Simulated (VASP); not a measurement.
# Te in VASP: notebook

Te is run at these levels: PBE; tasks: single point.

All numbers are computed with VASP 6.6.1; they aren't measurements. Logs are shortened: lines on timing, memory, paths and dates and some standing lists are left out, and cuts for length are marked.

## 1. The cell of the first run

The structure is trigonal, space group P3_121 (No. 152). The conventional cell has a = 4.658 Å, b = 4.658 Å, c = 5.848 Å, α = 90.00°, β = 90.00°, γ = 120.00°. Te (site symmetry 2) has 6 Te at 2.89 to 3.58 Å within 3.8 Å.

## 2. Single point, PBE (biaxial strain in the a-b plane: +3.0 %)

INCAR

```
PREC = Accurate ; ENCUT = 520
EDIFF = 1E-6 ; ISMEAR = 0
SIGMA = 0.01 ; LREAL = False
LASPH = True ; NELM = 60
ALGO = Normal ; ISIF = 2
LWAVE = False ; LCHARG = False
GGA = PE ; NBANDS = 16
```

KPOINTS

```
regular mesh
0
Gamma
  12 12 6
```

POSCAR

```
Te
1.0
    4.6582861535      0.0000000000      0.0000000000
   -2.3291430767      4.0341941470      0.0000000000
    0.0000000000      0.0000000000      5.8482709551
Te
3
Direct
    0.7356680371      0.0000000000      0.3333333333
    0.0000000000      0.7356680371      0.6666666667
    0.2643319629      0.2643319629      0.0000000000
```

Potentials or basis: VASP PAW PBE potentials, release 64 (Te).

On the command line:

```
cat potpaw_PBE.64/Te/POTCAR > POTCAR
mpirun -np 1 vasp_std > vasp.out
```

OUTCAR:

```text
PREC = Accurate
   ENCUT = 520
   EDIFF = 1E-6
   ISMEAR = 0
   LREAL = False
   LASPH = True
   NELM = 60
   ISIF = 2
   GGA = PE

 ion  position               nearest neighbor table
   1  0.736  0.000  0.333-   3 2.89   2 2.89   3 3.58   3 3.58   2 3.58   2 3.58
   2  0.000  0.736  0.667-   3 2.89   1 2.89   3 3.58   3 3.58   1 3.58   1 3.58
   3  0.264  0.264  0.000-   2 2.89   1 2.89   2 3.58   1 3.58   1 3.58   2 3.58

  LATTYP: Found a hexagonal cell.
 ALAT       =     4.6582861535
 C/A-ratio  =     1.2554554964

  Lattice vectors:

 A1 = (   4.6582861535,   0.0000000000,   0.0000000000)
 A2 = (  -2.3291430767,   4.0341941470,   0.0000000000)
 A3 = (   0.0000000000,   0.0000000000,   5.8482709551)

Analysis of symmetry for initial positions (statically):
=====================================================================
 Subroutine PRICEL returns:
 Original cell was already a primitive cell.

 Routine SETGRP: Setting up the symmetry group for a
 hexagonal supercell.

 Subroutine GETGRP returns: Found  6 space group operations
 (whereof  2 operations were pure point group operations)
 out of a pool of 24 trial point group operations.

The static configuration has the point symmetry C_2 .
 The point group associated with its full space group is D_3 .

Analysis of symmetry for dynamics (positions and initial velocities):
=====================================================================
 Subroutine PRICEL returns:
 Original cell was already a primitive cell.

 Routine SETGRP: Setting up the symmetry group for a
 hexagonal supercell.

 Subroutine GETGRP returns: Found  6 space group operations
 (whereof  2 operations were pure point group operations)
 out of a pool of 24 trial point group operations.

The dynamic configuration has the point symmetry C_2 .
 The point group associated with its full space group is D_3 .

 Subroutine INISYM returns: Found  6 space group operations
 (whereof  2 operations are pure point group operations),
 and found     1 'primitive' translations

----------------------------------------------------------------------------------------

                                     Primitive cell

  volume of cell :     109.9032

  direct lattice vectors                    reciprocal lattice vectors
     4.658286153  0.000000000  0.000000000     0.214671226  0.123940490  0.000000000
    -2.329143077  4.034194147  0.000000000     0.000000000  0.247880980  0.000000000
     0.000000000  0.000000000  5.848270955     0.000000000  0.000000000  0.170990710

  length of vectors
     4.658286153  4.658286153  5.848270955     0.247880980  0.247880980  0.170990710

  position of ions in fractional coordinates (direct lattice)
     0.735668037  0.000000000  0.333333333
     0.000000000  0.735668037  0.666666667
     0.264331963  0.264331963  0.000000000

  ion indices of the primitive-cell ions
   primitive index   ion index
                 1           1
                 2           2
                 3           3

----------------------------------------------------------------------------------------

 KPOINTS: regular mesh

Automatic generation of k-mesh.
 Grid dimensions read from file:
 generate k-points for:   12   12    6

 Generating k-lattice:

  Cartesian coordinates                     Fractional coordinates (reciprocal lattice)
     0.017889269  0.010328374  0.000000000     0.083333333  0.000000000  0.000000000
     0.000000000  0.020656748  0.000000000     0.000000000  0.083333333  0.000000000
     0.000000000  0.000000000  0.028498452     0.000000000  0.000000000  0.166666667

  Length of vectors
     0.020656748  0.020656748  0.028498452

  Shift w.r.t. Gamma in fractional coordinates (k-lattice)
     0.000000000  0.000000000  0.000000000

 Subroutine IBZKPT returns following result:
 ===========================================

 Found    100 irreducible k-points:

 Following reciprocal coordinates:
            Coordinates               Weight
  0.000000  0.000000  0.000000      1.000000
  0.083333  0.000000  0.000000      6.000000
  0.166667  0.000000  0.000000      6.000000
  0.250000  0.000000  0.000000      6.000000
  0.333333  0.000000  0.000000      6.000000
  0.416667  0.000000  0.000000      6.000000
[... 16 lines left out ...]
  0.166667  0.000000  0.166667      6.000000
  0.000000  0.166667  0.166667      6.000000
 [... further k-points ...]
   k-points           NKPTS =    100   k-points in BZ     NKDIM =    100   number of bands    NBANDS=     16
   number of dos      NEDOS =    301   number of ions     NIONS =      3
   total plane-waves  NPLWV =  62208
   dimension x,y,z NGX =    36 NGY =   36 NGZ =   48
   dimension x,y,z NGXF=    72 NGYF=   72 NGZF=   96
   ions per type =               3
   NGX,Y,Z   is equivalent  to a cutoff of  12.85, 12.85, 13.64 a.u.
   NGXF,Y,Z  is equivalent  to a cutoff of  25.70, 25.70, 27.29 a.u.
 SYSTEM =  unknown system
   PREC   = accura    normal or accurate (medium, high low for compatibility)
   ISTART =      0    job   : 0-new  1-cont  2-samecut
   ICHARG =      2    charge: 1-file 2-atom 10-const
   ISPIN  =      1    spin polarized calculation?
   LNONCOLLINEAR =      F non collinear calculations
   LSORBIT =      F    spin-orbit coupling
   LASPH  =      T    aspherical Exc in radial PAW
   ENCUT  =  520.0 eV  38.22 Ry    6.18 a.u.   8.66  8.66 10.87*2*pi/ulx,y,z
   NELM   =     60;   NELMIN=  2; NELMDL= -5     # of ELM steps
   EDIFF  = 0.1E-05   stopping-criterion for ELM
   LREAL  =      F    real-space projection
   EDIFFG = 0.1E-04   stopping-criterion for IOM
   NSW    =      0    number of steps for IOM
   IBRION =     -1    ionic relax: 0-MD 1-quasi-New 2-CG
   NFREE  =      0    steps in history (QN), initial steepest desc. (CG)
   ISIF   =      2    stress and relaxation
   ISYM   =      2    0-nonsym 1-usesym 2-fastsym
   POTIM  = 0.5000    time-step for ionic-motion
   TEBEG  =    0.0;   TEEND  =   0.0 temperature during run
   PSTRESS=    0.0 pullay stress
   NELECT =      18.0000    total number of electrons
   NUPDOWN=      -1.0000    fix difference up-down
   EMIN   =  10.00;   EMAX   =-10.00  energy-range for DOS
   EFERMI =   0.00;   METHOD = LEGACY
   ISMEAR =     0;   SIGMA  =   0.01  broadening in eV -4-tet -1-fermi 0-gaus
   EFERMI_NEDOS =   21; number of points for ismear=-14 and -15
   IALGO  =     38    algorithm
   IMIX   =      4    mixing-type and parameters
     AMIX     =   0.40;   BMIX     =  1.00
     AMIX_MAG =   1.60;   BMIX_MAG =  1.00
  volume/ion in A,a.u.               =      36.63       247.22
  Fermi-wavevector in a.u.,A,eV,Ry     =   0.895699  1.692626 10.915642  0.802277
  Thomas-Fermi vector in A             =   2.018064
   LORBIT       =      0    0 simple, 1 ext, 2 COOP (PROOUT), +10 PAW based schemes
   GGA     = PE    functional components
   LHFCALC =     F    Hartree Fock is set to
   AEXX    =    0.0000 exact exchange contribution
   IVDW    =     0    specifies the selected vdW correction
   LEPSILON=     F    determine dielectric tensor
   LRPA    =     F    only Hartree local field effects (RPA)
 non-spin polarized calculation
 Gauss-broadening in eV      SIGMA  =   0.01
  energy-cutoff  :      520.00
  volume of cell :      109.90
 maximum number of plane-waves:      2984
 NGX is ok and might be reduce to    36
   NGX = 17   NGY = 17   NGZ = 21

 number of electron      17.9999999 magnetization

 Free energy of the ion-electron system (eV)
  ---------------------------------------------------
  ext. energy  EPLUGINS =         0.00000000
  ---------------------------------------------------
  free energy    TOTEN  =        -9.41668671 eV

  energy without entropy =       -9.41668671  energy(sigma->0) =       -9.41668671

 E-fermi :   5.1169     XC(G=0):  -8.7167

 val. band max:        5.0307689089   @ k =   0.4167   0.1667   0.5000
 cond. band min:       5.4486899280   @ k =   0.0000   0.0000   0.5000
 fundamental gap:      0.4179210191
 Fermi energy:         5.1168943332

 k-point     1 :       0.0000    0.0000    0.0000
  band No.  band energies     occupation
      1      -8.1423      2.00000
      2      -5.0332      2.00000
      3      -5.0332      2.00000
      4       1.9698      2.00000
      5       2.2356      2.00000
      6       2.2356      2.00000
[... 8 lines left out ...]
     15      10.7455      0.00000
     16      11.4097      0.00000

 k-point     2 :       0.0833    0.0000    0.0000
  band No.  band energies     occupation
      1      -8.1033      2.00000
      2      -5.0544      2.00000
      3      -5.0284      2.00000
      4       1.6819      2.00000
      5       2.0295      2.00000
      6       2.1743      2.00000
[... 8 lines left out ...]
     15      10.9525      0.00000
     16      11.3659      0.00000

 k-point     3 :       0.1667    0.0000    0.0000
  band No.  band energies     occupation
      1      -7.9895      2.00000
      2      -5.1257      2.00000
      3      -5.0142      2.00000
      4       1.1898      2.00000
      5       1.7063      2.00000
      6       1.9916      2.00000
[... 8 lines left out ...]
     15      11.1654      0.00000
     16      11.6189      0.00000

 k-point     4 :       0.2500    0.0000    0.0000
  band No.  band energies     occupation
      1      -7.8129      2.00000
      2      -5.2603      2.00000
      3      -4.9928      2.00000
      4       0.8220      2.00000
      5       1.4020      2.00000
      6       1.7838      2.00000
[... 8 lines left out ...]
     15      11.4189      0.00000
     16      12.1804      0.00000

 k-point     5 :       0.3333    0.0000    0.0000
  band No.  band energies     occupation
      1      -7.5997      2.00000
      2      -5.4508      2.00000
      3      -4.9693      2.00000
      4       0.6519      2.00000
      5       1.1625      2.00000
      6       1.6335      2.00000
[... 8 lines left out ...]
     15      11.9252      0.00000
     16      12.8924      0.00000

 k-point     6 :       0.4167    0.0000    0.0000
  band No.  band energies     occupation
      1      -7.4038      2.00000
      2      -5.6422      2.00000
      3      -4.9508      2.00000
      4       0.6370      2.00000
      5       1.0130      2.00000
      6       1.6073      2.00000
[... 8 lines left out ...]
     15      12.6660      0.00000
     16      13.4968      0.00000

 k-point     7 :       0.5000    0.0000    0.0000
  band No.  band energies     occupation
      1      -7.3179      2.00000
      2      -5.7290      2.00000
      3      -4.9438      2.00000
      4       0.6568      2.00000
      5       0.9637      2.00000
      6       1.6960      2.00000
[... 8 lines left out ...]
     15      13.2196      0.00000
     16      13.4728      0.00000

 k-point     8 :       0.0833    0.0833    0.0000
  band No.  band energies     occupation
      1      -8.0268      2.00000
      2      -5.0962      2.00000
      3      -5.0235      2.00000
      4       1.3528      2.00000
      5       1.6532      2.00000
      6       2.1942      2.00000
[... 8 lines left out ...]
     15      11.2837      0.00000
     16      11.3472      0.00000

 k-point     9 :       0.1667    0.0833    0.0000
  band No.  band energies     occupation
      1      -7.8812      2.00000
      2      -5.1898      2.00000
      3      -5.0170      2.00000
      4       0.9775      2.00000
      5       1.3209      2.00000
      6       2.0755      2.00000
[... 8 lines left out ...]
     15      11.5768      0.00000
     16      11.6493      0.00000
[... 172 lines left out ...]
 k-point    19 :       0.3333    0.3333    0.0000
  band No.  band energies     occupation
      1      -7.1825      2.00000
      2      -5.4264      2.00000
      3      -5.4264      2.00000
      4       0.9107      2.00000
      5       0.9107      2.00000
      6       2.3106      2.00000
[... 8 lines left out ...]
     15      10.7800      0.00000
     16      13.3310      0.00000

 k-point    20 :       0.0000    0.0000    0.1667
  band No.  band energies     occupation
      1      -8.0446      2.00000
      2      -5.8782      2.00000
      3      -4.2029      2.00000
      4       1.9246      2.00000
      5       2.0308      2.00000
      6       2.4438      2.00000
[... 8 lines left out ...]
     15      10.7731      0.00000
     16      11.2290      0.00000

 k-point    21 :       0.0833    0.0000    0.1667
  band No.  band energies     occupation
      1      -8.0061      2.00000
      2      -5.8683      2.00000
      3      -4.2367      2.00000
      4       1.7612      2.00000
      5       1.7976      2.00000
      6       2.3074      2.00000
[... 8 lines left out ...]
     15      10.9174      0.00000
     16      11.1452      0.00000

 k-point    22 :       0.0000    0.0833    0.1667
  band No.  band energies     occupation
      1      -8.0064      2.00000
      2      -5.8650      2.00000
      3      -4.2433      2.00000
      4       1.6686      2.00000
      5       1.9959      2.00000
      6       2.3314      2.00000
[... 8 lines left out ...]
     15      10.7395      0.00000
     16      11.1520      0.00000

 k-point    23 :       0.1667    0.0000    0.1667
  band No.  band energies     occupation
      1      -7.8935      2.00000
      2      -5.8507      2.00000
      3      -4.3253      2.00000
      4       1.2286      2.00000
      5       1.4905      2.00000
      6       2.0801      2.00000
[... 8 lines left out ...]
     15      11.2204      0.00000
     16      11.5522      0.00000

 k-point    24 :       0.0000    0.1667    0.1667
  band No.  band energies     occupation
      1      -7.8959      2.00000
      2      -5.8251      2.00000
      3      -4.3729      2.00000
      4       1.3096      2.00000
      5       1.8088      2.00000
      6       2.1392      2.00000
[... 8 lines left out ...]
     15      10.8322      0.00000
     16      11.3318      0.00000

 [... further k-points ...]

------------------------ aborting loop because EDIFF is reached ----------------------------------------

  FORCE on cell =-STRESS in cart. coord.  units (eV):
  Direction    XX          YY          ZZ          XY          YZ          ZX
  --------------------------------------------------------------------------------------
  -------------------------------------------------------------------------------------
  Total       -0.6516907     -0.6516907     -0.2948450     -0.0000000     -0.0000000      0.0000000
  in kB       -9.5003956     -9.5003956     -4.2982718     -0.0000000     -0.0000000      0.0000000
  external PRESSURE =      -7.7663543 kB  Pullay stress =       0.0000000 kB

 VOLUME and BASIS-vectors are now :
 -----------------------------------------------------------------------------
  energy-cutoff  :      520.00
  volume of cell :      109.90
      direct lattice vectors                 reciprocal lattice vectors
     4.658286153  0.000000000  0.000000000     0.214671226  0.123940490  0.000000000
    -2.329143077  4.034194147  0.000000000     0.000000000  0.247880980  0.000000000
     0.000000000  0.000000000  5.848270955     0.000000000  0.000000000  0.170990710

 POSITION                                       TOTAL-FORCE (eV/Angst)
 -----------------------------------------------------------------------------------
      3.42695      0.00000      1.94942         0.094336     -0.000000      0.000000
     -1.71348      2.96783      3.89885        -0.047168      0.081698      0.000000
      0.61567      1.06637      0.00000        -0.047168     -0.081698      0.000000
 -----------------------------------------------------------------------------------
    total drift:                                0.000000      0.000000      0.000000

  FREE ENERGIE OF THE ION-ELECTRON SYSTEM (eV)
  ---------------------------------------------------
  free  energy   TOTEN  =        -9.4166867100 eV

  energy  without entropy=       -9.4166867100  energy(sigma->0) =       -9.41668671
```

Run time: 57 s. Hardware: 1 thread of Intel Xeon 6975P-C (Granite Rapids), shared host; peak memory 0.32 GiB.

Results:

```yaml
Free_energy: -9.4167 eV
Pressure: -0.8 GPa
Largest_force: 0.094 eV/Å
Band_gap_on_the_k_mesh: 0.42 eV (least direct gap 0.46 eV)
```

Forces on the atoms (eV/Å):
```
Te   0.094  0.000  0.000
Te  -0.047  0.082  0.000
Te  -0.047 -0.082  0.000
```

Caveat: the cell differs from its parent crystal (biaxial strain in the a-b plane: +3.0 %); spin-orbit coupling is left out, which moves the levels of the heavy elements. A k mesh can miss the band edges.

(Continued in part 2 of 3.)
